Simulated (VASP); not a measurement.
A run of VASP 6.6.1:

Contents of POSCAR:

```
Sc3In
1.0
    4.5329186651      0.0000000000      0.0000000000
    0.0000000000      4.5329186651      0.0000000000
    0.0000000000      0.0000000000      4.5329186651
Sc In
3 1
Direct
    0.5000000000      0.5000000000      0.0000000000
    0.5000000000      0.0000000000      0.5000000000
    0.0000000000      0.5000000000      0.5000000000
    0.0000000000      0.0000000000      0.0000000000
```

INCAR.step1

```
SYSTEM = Sc3In
PREC = Accurate ; ENCUT = 520
ISMEAR = -1 ; SIGMA = 0.01
LREAL = .FALSE. ; LASPH = .TRUE.
NELM = 100 ; NBANDS = 31
GGA = PE ; ALGO = Normal
EDIFF = 1E-4 ; LWAVE = .TRUE.
LCHARG = .FALSE.
```

INCAR.step2

```
SYSTEM = Sc3In
PREC = Accurate ; ENCUT = 520
EDIFF = 1E-6 ; ISMEAR = -1
SIGMA = 0.01 ; LREAL = .FALSE.
LASPH = .TRUE. ; NELM = 100
ALGO = Normal ; ISIF = 2
LWAVE = .FALSE. ; LCHARG = .FALSE.
METAGGA = R2SCAN ; LMIXTAU = .TRUE.
NBANDS = 31 ; ISTART = 1
```

KPOINTS

```
Automatic mesh
0
G
  7 7 7
  0 0 0
```

Potentials or basis: VASP PAW PBE potentials, release 64 (Sc_sv, In_d).

The run is started by

```console
$ cat potpaw_PBE.64/Sc_sv/POTCAR potpaw_PBE.64/In_d/POTCAR > POTCAR
$ cp INCAR.step1 INCAR
$ mpirun -np 1 vasp_std > vasp.out
$ cp INCAR.step2 INCAR
$ mpirun -np 1 vasp_std > vasp.out
```

Hardware: 1 thread of Oxide Virtual Turin-like Processor, on a shared host.

Problem. How long does it take, and how much memory?

Solution. Wall time 3.5 min on 1 thread of Oxide Virtual Turin-like Processor, with other jobs on the host, peak memory 0.2 GiB. Counts: k points 20.
